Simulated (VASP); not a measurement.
Input of a VASP 6.6.1 run:

The input INCAR:

```
SYSTEM = Pd
ALGO = Normal
EDIFF = 1E-6
ENCUT = 520
ISIF = 2
ISMEAR = -1
LASPH = .True.
LCHARG = .True.
LELF = .True.
LREAL = .False.
LVHAR = .True.
LWAVE = .False.
NBANDS = 28
NELM = 100
PREC = Accurate
SIGMA = 0.1
```

File KPOINTS:

```
k-points
0
Gamma
  15 15 4
  0 0 0
```

The input POSCAR:

```
Pd
1.0
    2.6727753572      0.0000000000      0.0000000000
   -1.3363876786      2.3146913580      0.0000000000
    0.0000000000      0.0000000000      8.8137044565
Pd
4
Direct
    1.0000000000      1.0000000000      0.0000000000
    1.0000000000      0.0000000000      0.5000000000
    0.3333333333      0.6666666667      0.2500000000
    0.6666666667      0.3333333333      0.7500000000
```

Potentials or basis: VASP PAW LDA potentials, release 64 (Pd).

Launch:

```console
$ cat potpaw_LDA.64/Pd/POTCAR > POTCAR
$ mpirun -np 1 vasp_std > vasp.out
```

**Question.** Estimate the pressure.

**Answer.** 10.5 GPa.

**Question.** Estimate the band gap on the k mesh.

**Answer.** Zero (band 20 reaches 11.28 eV, above the bottom of band 21 at 10.21 eV).

Stress tensor (GPa, compression positive):
```
10.58  0.00  0.00
 0.00 10.58  0.00
 0.00  0.00 10.29
```
